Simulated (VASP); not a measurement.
Input of a VASP 6.6.1 run:

POSCAR

```
TiAl
1.0
    3.1790640000      0.0000000000      0.0000000000
    0.0000000000      3.1790640000      0.0000000000
    0.0000000000      0.0000000000      3.1790640000
Ti Al
1 1
Direct
    0.0000000000      0.0000000000      0.0000000000
    0.5000000000      0.5000000000      0.5000000000
```

The input INCAR.step1:

```
SYSTEM = TiAl
PREC = Accurate
ENCUT = 440
EDIFF = 1E-5
ISMEAR = 1
SIGMA = 0.1
LREAL = .FALSE.
LASPH = .TRUE.
NELM = 120
ALGO = Normal
ISIF = 2
LWAVE = .TRUE.
NBANDS = 14
GGA = PE
GGA_COMPAT = .FALSE.
```

The input INCAR.step2:

```
SYSTEM = TiAl
PREC = Accurate
ENCUT = 440
EDIFF = 1E-6
ISMEAR = 1
SIGMA = 0.1
LREAL = .FALSE.
LASPH = .TRUE.
NELM = 120
ALGO = Normal
ISIF = 2
LWAVE = .FALSE.
LCHARG = .TRUE.
METAGGA = R2SCAN
LHFCALC = .TRUE.
AEXX = 0.1
LMIXTAU = .TRUE.
PRECFOCK = Normal
LELF = .TRUE.
LVHAR = .TRUE.
NBANDS = 14
ISTART = 1
GGA_COMPAT = .FALSE.
```

The input KPOINTS:

```
regular mesh
0
G
  5 5 5
  0 0 0
```

Potentials or basis: VASP PAW PBE potentials, release 64 (Ti_sv, Al).

The run is started by

```sh
$ cat potpaw_PBE.64/Ti_sv/POTCAR potpaw_PBE.64/Al/POTCAR > POTCAR
$ cp INCAR.step1 INCAR
$ mpirun -np 1 vasp_std > vasp.out
$ cp INCAR.step2 INCAR
$ mpirun -np 1 vasp_std > vasp.out
```

Q: Estimate the pressure.

A: -1.8 GPa.

Q: Estimate the band gap on the k mesh.

A: Zero (an odd number of electrons rules out a gap without spin polarisation).

Caveat: the k points lie up to 0.40 Å⁻¹ apart, too coarse for converged energies and pressures of a metal; the PAW data sets were made with another functional, which shifts forces and pressure a little.
